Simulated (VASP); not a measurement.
# ScSi2 (P6/mmm) in VASP: settings compared

ScSi2 is run at these levels: RPBE, PBE; tasks: single point.

Everything below comes from runs of VASP 6.6.1. Logs are shortened: lines on timing, memory, paths and dates and some standing lists are left out, and cuts for length are marked.

## Step 1: The cell of the first run

It takes space group P6/mmm (No. 191, hexagonal). Conventional cell: a = 4.033 Å, b = 4.033 Å, c = 3.631 Å, α = 90.00°, β = 90.00°, γ = 120.00°. Sc (site symmetry 6/mmm) has 12 Si at 2.95 Å and 8 Sc at 3.63 to 4.03 Å within 4.1 Å. Within 3.1 Å of Si (site symmetry -6m2) lie 3 Si at 2.33 Å and 6 Sc at 2.95 Å.

## Step 2: Single point, RPBE

Input file INCAR:

```
SYSTEM = ScSi2
PREC     = Accurate       ! precision mode
ENCUT    = 520            ! plane-wave cutoff, eV
EDIFF    = 1E-7           ! SCF threshold, eV
ISMEAR   = 0              ! smearing method
SIGMA    = 0.05           ! smearing width, eV
LREAL    = .False.        ! projectors in reciprocal space
LASPH    = .True.         ! aspherical terms in the spheres
NELM     = 100            ! most SCF steps
ALGO     = Normal         ! electronic algorithm
ISIF     = 2              ! what is computed and relaxed
LWAVE    = .False.        ! write WAVECAR
LCHARG   = .True.         ! write CHGCAR
GGA      = RP             ! functional
LELF     = .True.         ! ELF
LVHAR    = .True.       
NBANDS   = 16             ! bands
```

Input file KPOINTS:

```
Automatic mesh
0
Gamma
  10 10 10
  0 0 0
```

Input file POSCAR:

```
ScSi2
1.0
    4.0334597719      0.0000000000      0.0000000000
   -2.0167298860      3.4930786276      0.0000000000
    0.0000000000      0.0000000000      3.6309188480
Sc Si
1 2
Direct
    0.0000000000      0.0000000000      0.0000000000
    0.3333333333      0.6666666667      0.5000000000
    0.6666666667      0.3333333333      0.5000000000
```

Potentials or basis: VASP PAW PBE potentials, release 64 (Sc_sv, Si).

Launch:

```bash
$ cat potpaw_PBE.64/Sc_sv/POTCAR potpaw_PBE.64/Si/POTCAR > POTCAR
$ mpirun -np 1 vasp_std > vasp.out
```

OUTCAR:

```text
SYSTEM = ScSi2
   PREC = Accurate
   ENCUT = 520
   EDIFF = 1E-7
   ISMEAR = 0
   LREAL = .False.
   LASPH = .True.
   NELM = 100
   ISIF = 2
   GGA = RP

 ion  position               nearest neighbor table
   1  0.000  0.000  0.000-   2 2.95   3 2.95   2 2.95   3 2.95   3 2.95   3 2.95   2 2.95   2 2.95
                             3 2.95   3 2.95   2 2.95   2 2.95
   2  0.333  0.667  0.500-   3 2.33   3 2.33   3 2.33   1 2.95   1 2.95   1 2.95   1 2.95   1 2.95
                             1 2.95
   3  0.667  0.333  0.500-   2 2.33   2 2.33   2 2.33   1 2.95   1 2.95   1 2.95   1 2.95   1 2.95
                             1 2.95

  LATTYP: Found a hexagonal cell.
 ALAT       =     4.0334597719
 C/A-ratio  =     0.9001995937

  Lattice vectors:

 A1 = (   4.0334597719,   0.0000000000,   0.0000000000)
 A2 = (  -2.0167298860,   3.4930786276,   0.0000000000)
 A3 = (   0.0000000000,   0.0000000000,   3.6309188480)

Analysis of symmetry for initial positions (statically):
=====================================================================
 Subroutine PRICEL returns:
 Original cell was already a primitive cell.

 Routine SETGRP: Setting up the symmetry group for a
 hexagonal supercell.

 Subroutine GETGRP returns: Found 24 space group operations
 (whereof 24 operations were pure point group operations)
 out of a pool of 24 trial point group operations.

The static configuration has the point symmetry D_6h.

Analysis of symmetry for dynamics (positions and initial velocities):
=====================================================================
 Subroutine PRICEL returns:
 Original cell was already a primitive cell.

 Routine SETGRP: Setting up the symmetry group for a
 hexagonal supercell.

 Subroutine GETGRP returns: Found 24 space group operations
 (whereof 24 operations were pure point group operations)
 out of a pool of 24 trial point group operations.

The dynamic configuration has the point symmetry D_6h.

 Subroutine INISYM returns: Found 24 space group operations
 (whereof 24 operations are pure point group operations),
 and found     1 'primitive' translations

----------------------------------------------------------------------------------------

                                     Primitive cell

  volume of cell :      51.1567

  direct lattice vectors                    reciprocal lattice vectors
     4.033459772  0.000000000  0.000000000     0.247926112  0.143140208  0.000000000
    -2.016729886  3.493078628  0.000000000     0.000000000  0.286280415  0.000000000
     0.000000000  0.000000000  3.630918848     0.000000000  0.000000000  0.275412380

  length of vectors
     4.033459772  4.033459772  3.630918848     0.286280415  0.286280415  0.275412380

  position of ions in fractional coordinates (direct lattice)
     0.000000000  0.000000000  0.000000000
     0.333333333  0.666666667  0.500000000
     0.666666667  0.333333333  0.500000000

  ion indices of the primitive-cell ions
   primitive index   ion index
                 1           1
                 2           2
                 3           3

----------------------------------------------------------------------------------------

 KPOINTS: Automatic mesh

Automatic generation of k-mesh.
 Grid dimensions read from file:
 generate k-points for:   10   10   10

 Generating k-lattice:

  Cartesian coordinates                     Fractional coordinates (reciprocal lattice)
     0.024792611  0.014314021  0.000000000     0.100000000 -0.000000000  0.000000000
     0.000000000  0.028628042  0.000000000     0.000000000  0.100000000  0.000000000
     0.000000000  0.000000000  0.027541238     0.000000000  0.000000000  0.100000000

  Length of vectors
     0.028628042  0.028628042  0.027541238

  Shift w.r.t. Gamma in fractional coordinates (k-lattice)
     0.000000000  0.000000000  0.000000000

 Subroutine IBZKPT returns following result:
 ===========================================

 Found     84 irreducible k-points:

 Following reciprocal coordinates:
            Coordinates               Weight
  0.000000  0.000000  0.000000      1.000000
  0.100000  0.000000  0.000000      6.000000
  0.200000  0.000000  0.000000      6.000000
  0.300000 -0.000000  0.000000      6.000000
  0.400000  0.000000  0.000000      6.000000
  0.500000  0.000000  0.000000      3.000000
[... 16 lines left out ...]
  0.300000  0.100000  0.100000     24.000000
  0.400000  0.100000  0.100000     24.000000
 [... further k-points ...]
   k-points           NKPTS =     84   k-points in BZ     NKDIM =     84   number of bands    NBANDS=     16
   number of dos      NEDOS =    301   number of ions     NIONS =      3
   total plane-waves  NPLWV =  25200
   dimension x,y,z NGX =    30 NGY =   30 NGZ =   28
   dimension x,y,z NGXF=    60 NGYF=   60 NGZF=   56
   ions per type =               1   2
   NGX,Y,Z   is equivalent  to a cutoff of  12.37, 12.37, 12.82 a.u.
   NGXF,Y,Z  is equivalent  to a cutoff of  24.73, 24.73, 25.64 a.u.
 SYSTEM =  ScSi2
   PREC   = accura    normal or accurate (medium, high low for compatibility)
   ISTART =      0    job   : 0-new  1-cont  2-samecut
   ICHARG =      2    charge: 1-file 2-atom 10-const
   ISPIN  =      1    spin polarized calculation?
   LNONCOLLINEAR =      F non collinear calculations
   LSORBIT =      F    spin-orbit coupling
   LASPH  =      T    aspherical Exc in radial PAW
   ENCUT  =  520.0 eV  38.22 Ry    6.18 a.u.   7.50  7.50  6.75*2*pi/ulx,y,z
   NELM   =    100;   NELMIN=  2; NELMDL= -5     # of ELM steps
   EDIFF  = 0.1E-06   stopping-criterion for ELM
   LREAL  =      F    real-space projection
   EDIFFG = 0.1E-05   stopping-criterion for IOM
   NSW    =      0    number of steps for IOM
   IBRION =     -1    ionic relax: 0-MD 1-quasi-New 2-CG
   NFREE  =      0    steps in history (QN), initial steepest desc. (CG)
   ISIF   =      2    stress and relaxation
   ISYM   =      2    0-nonsym 1-usesym 2-fastsym
   POTIM  = 0.5000    time-step for ionic-motion
   TEBEG  =    0.0;   TEEND  =   0.0 temperature during run
   PSTRESS=    0.0 pullay stress
   NELECT =      19.0000    total number of electrons
   NUPDOWN=      -1.0000    fix difference up-down
   EMIN   =  10.00;   EMAX   =-10.00  energy-range for DOS
   EFERMI =   0.00;   METHOD = LEGACY
   ISMEAR =     0;   SIGMA  =   0.05  broadening in eV -4-tet -1-fermi 0-gaus
   EFERMI_NEDOS =   21; number of points for ismear=-14 and -15
   IALGO  =     38    algorithm
   IMIX   =      4    mixing-type and parameters
     AMIX     =   0.40;   BMIX     =  1.00
     AMIX_MAG =   1.60;   BMIX_MAG =  1.00
  volume/ion in A,a.u.               =      17.05       115.07
  Fermi-wavevector in a.u.,A,eV,Ry     =   1.176771  2.223774 18.841200  1.384789
  Thomas-Fermi vector in A             =   2.313129
   LORBIT       =      0    0 simple, 1 ext, 2 COOP (PROOUT), +10 PAW based schemes
   GGA     = RP    functional components
   LHFCALC =     F    Hartree Fock is set to
   AEXX    =    0.0000 exact exchange contribution
   IVDW    =     0    specifies the selected vdW correction
   LEPSILON=     F    determine dielectric tensor
   LRPA    =     F    only Hartree local field effects (RPA)
 non-spin polarized calculation
 Gauss-broadening in eV      SIGMA  =   0.05
  energy-cutoff  :      520.00
  volume of cell :       51.16
 maximum number of plane-waves:      1394
 NGX is ok and might be reduce to    30
   NGX = 15   NGY = 15   NGZ = 13

 number of electron      18.9999997 magnetization

 Free energy of the ion-electron system (eV)
  ---------------------------------------------------
  ext. energy  EPLUGINS =         0.00000000
  ---------------------------------------------------
  free energy    TOTEN  =       -17.28198550 eV

  energy without entropy =      -17.28051866  energy(sigma->0) =      -17.28125208

 E-fermi :   7.8279     XC(G=0): -10.6676

 val. band max:        7.8156730389   @ k =   0.2000   0.1000   0.3000
 cond. band min:       7.8522709088   @ k =   0.4000   0.1000   0.5000
 fundamental gap:      0.0365978699
 Fermi energy:         7.8279207735

 k-point     1 :       0.0000    0.0000    0.0000
  band No.  band energies     occupation
      1     -42.0886      2.00000
      2     -20.6764      2.00000
      3     -20.6764      2.00000
      4     -20.6044      2.00000
      5      -4.6413      2.00000
      6       4.2779      2.00000
[... 8 lines left out ...]
     15      10.8323      0.00000
     16      10.8323      0.00000

 k-point     2 :       0.1000    0.0000    0.0000
  band No.  band energies     occupation
      1     -42.0883      2.00000
      2     -20.6809      2.00000
      3     -20.6774      2.00000
      4     -20.6038      2.00000
      5      -4.5228      2.00000
      6       3.4719      2.00000
[... 8 lines left out ...]
     15      10.9202      0.00000
     16      11.0523      0.00000

 k-point     3 :       0.2000    0.0000    0.0000
  band No.  band energies     occupation
      1     -42.0877      2.00000
      2     -20.6925      2.00000
      3     -20.6802      2.00000
      4     -20.6024      2.00000
      5      -4.1727      2.00000
      6       2.1176      2.00000
[... 8 lines left out ...]
     15      10.9639      0.00000
     16      11.7113      0.00000

 k-point     4 :       0.3000   -0.0000    0.0000
  band No.  band energies     occupation
      1     -42.0868      2.00000
      2     -20.7068      2.00000
      3     -20.6835      2.00000
      4     -20.6006      2.00000
      5      -3.6093      2.00000
      6       0.7690      2.00000
[... 8 lines left out ...]
     15      11.6045      0.00000
     16      12.4731      0.00000

 k-point     5 :       0.4000    0.0000    0.0000
  band No.  band energies     occupation
      1     -42.0862      2.00000
      2     -20.7183      2.00000
      3     -20.6862      2.00000
      4     -20.5992      2.00000
      5      -2.8829      2.00000
      6      -0.4412      2.00000
[... 8 lines left out ...]
     15      11.9372      0.00000
     16      12.6800      0.00000

 k-point     6 :       0.5000    0.0000    0.0000
  band No.  band energies     occupation
      1     -42.0859      2.00000
      2     -20.7226      2.00000
      3     -20.6872      2.00000
      4     -20.5986      2.00000
      5      -2.3360      2.00000
      6      -1.1509      2.00000
[... 8 lines left out ...]
     15      11.4237      0.00000
     16      12.8673      0.00000
[... 267 lines left out ...]
 k-point    21 :       0.1000    0.1000    0.1000
  band No.  band energies     occupation
      1     -42.0873      2.00000
      2     -20.6876      2.00000
      3     -20.6787      2.00000
      4     -20.6116      2.00000
      5      -4.2072      2.00000
      6       2.6053      2.00000
[... 8 lines left out ...]
     15      10.8668      0.00000
     16      10.9860      0.00000

 k-point    22 :       0.2000    0.1000    0.1000
  band No.  band energies     occupation
      1     -42.0866      2.00000
      2     -20.6996      2.00000
      3     -20.6825      2.00000
      4     -20.6098      2.00000
      5      -3.7567      2.00000
      6       1.4010      2.00000
[... 8 lines left out ...]
     15      11.2473      0.00000
     16      11.5855      0.00000

 k-point    23 :       0.3000    0.1000    0.1000
  band No.  band energies     occupation
      1     -42.0859      2.00000
      2     -20.7115      2.00000
      3     -20.6863      2.00000
      4     -20.6080      2.00000
      5      -3.1156      2.00000
      6       0.1914      2.00000
[... 8 lines left out ...]
     15      11.7801      0.00000
     16      12.3442      0.00000

 k-point    24 :       0.4000    0.1000    0.1000
  band No.  band energies     occupation
      1     -42.0854      2.00000
      2     -20.7188      2.00000
      3     -20.6886      2.00000
      4     -20.6069      2.00000
      5      -2.3972      2.00000
      6      -0.8256      2.00000
[... 8 lines left out ...]
     15      11.5945      0.00000
     16      13.2256      0.00000

 [... further k-points ...]
[... 5 lines left out ...]
  --------------------------------------------------------------------------------------
  -------------------------------------------------------------------------------------
  Total        0.6436318      0.6436318      0.6777640     -0.0000000      0.0000000     -0.0000000
  in kB       20.1579064     20.1579064     21.2268937     -0.0000000      0.0000000     -0.0000000
  external PRESSURE =      20.5142355 kB  Pullay stress =       0.0000000 kB

 VOLUME and BASIS-vectors are now :
 -----------------------------------------------------------------------------
  energy-cutoff  :      520.00
  volume of cell :       51.16
      direct lattice vectors                 reciprocal lattice vectors
     4.033459772  0.000000000  0.000000000     0.247926112  0.143140208  0.000000000
    -2.016729886  3.493078628  0.000000000     0.000000000  0.286280415  0.000000000
     0.000000000  0.000000000  3.630918848     0.000000000  0.000000000  0.275412380

 POSITION                                       TOTAL-FORCE (eV/Angst)
 -----------------------------------------------------------------------------------
      0.00000      0.00000      0.00000        -0.000000      0.000000      0.000000
     -0.00000      2.32872      1.81546         0.000000      0.000000      0.000000
      2.01673      1.16436      1.81546        -0.000000      0.000000     -0.000000
 -----------------------------------------------------------------------------------
    total drift:                                0.000000     -0.000000      0.000000

  FREE ENERGIE OF THE ION-ELECTRON SYSTEM (eV)
  ---------------------------------------------------
  free  energy   TOTEN  =       -17.2819854951 eV

  energy  without entropy=      -17.2805186630  energy(sigma->0) =      -17.28125208
```

Run time: 2.4 min. Hardware: 1 thread of Intel Xeon 8259CL, shared host; peak memory 0.21 GiB.

Results:

```yaml
Free_energy: -17.2820 eV
Pressure: 2.1 GPa
Band_gap_on_the_k_mesh: zero (an odd number of electrons rules out a gap without spin polarisation)
```

Levels at points of the mesh, in eV from the Fermi level:
```tsv
k point	band 6	band 7	band 8	band 9	band 10	band 11	band 12	band 13	band 14	band 15
(0.00, 0.00, 0.00)	-3.55	-3.55	-1.58	-1.11	-1.07	0.71	0.71	1.74	1.74	3.00
(0.50, 0.00, 0.00)	-8.98	-4.23	-2.66	-1.57	1.24	1.70	1.77	1.98	2.86	3.60
(0.00, 0.00, 0.50)	-6.44	-2.35	-2.35	-1.28	-1.28	0.28	0.28	0.51	2.59	2.77
(0.50, 0.00, 0.50)	-7.76	-4.42	-4.03	-3.46	-0.37	2.13	2.38	2.99	3.01	3.09
```

Caveat: the PAW data sets were made with another functional, which shifts forces and pressure a little.

## Step 3: Single point, PBE (17.39 Å³/atom)

This run uses another cell than the first one, of 17.39 Å³/atom.

Input file INCAR:

```
PREC     = Accurate       # precision mode
ENCUT    = 520            # plane-wave cutoff, eV
EDIFF    = 1E-6           # SCF threshold, eV
ISMEAR   = 0              # smearing method
SIGMA    = 0.05           # smearing width, eV
LREAL    = False          # projectors in reciprocal space
LASPH    = True           # aspherical terms in the spheres
NELM     = 80             # most SCF steps
ALGO     = Normal         # electronic algorithm
ISIF     = 2              # what is computed and relaxed
LWAVE    = False          # write WAVECAR
LCHARG   = False          # write CHGCAR
GGA      = PE             # functional
NBANDS   = 16             # bands
```

Input file KPOINTS:

```
regular mesh
0
Gamma
  10 10 10
```

Input file POSCAR:

```
ScSi2
1.0
    4.0545189357      0.0000000000      0.0000000000
   -2.0272594679      3.5113163984      0.0000000000
    0.0000000000      0.0000000000      3.6651648068
Sc Si
1 2
Direct
    0.0000000000      0.0000000000      0.0000000000
    0.3333333333      0.6666666667      0.5000000000
    0.6666666667      0.3333333333      0.5000000000
```

Potentials or basis: VASP PAW PBE potentials, release 64 (Sc_sv, Si).

Launch:

```bash
$ cat potpaw_PBE.64/Sc_sv/POTCAR potpaw_PBE.64/Si/POTCAR > POTCAR
$ mpirun -np 1 vasp_std > vasp.out
```

Run time: 2.3 min. Hardware: 1 thread of Intel Xeon 8259CL, shared host; peak memory 0.21 GiB.

The run converged. Its results:

- Free energy: -18.2123 eV
- Pressure: -1.7 GPa
- Band gap on the k mesh: zero (an odd number of electrons rules out a gap without spin polarisation)

Stress tensor (GPa, compression positive):
```
-1.76  0.00  0.00
 0.00 -1.76  0.00
 0.00  0.00 -1.61
```

Levels at points of the mesh, in eV from the Fermi level:
```
           k point  band 8  band 9  band 10  band 11  band 12  band 13
(0.00, 0.00, 0.00)   -1.60   -1.20    -1.04     0.74     0.74     1.68
(0.50, 0.00, 0.00)   -2.62   -1.58     1.21     1.65     1.71     1.92
(0.00, 0.00, 0.50)   -2.31   -1.22    -1.22     0.29     0.29     0.30
(0.50, 0.00, 0.50)   -3.94   -3.39    -0.40     2.06     2.30     2.88
```

The gap in the log of VASP goes by the Fermi energy; the results here count the filled bands.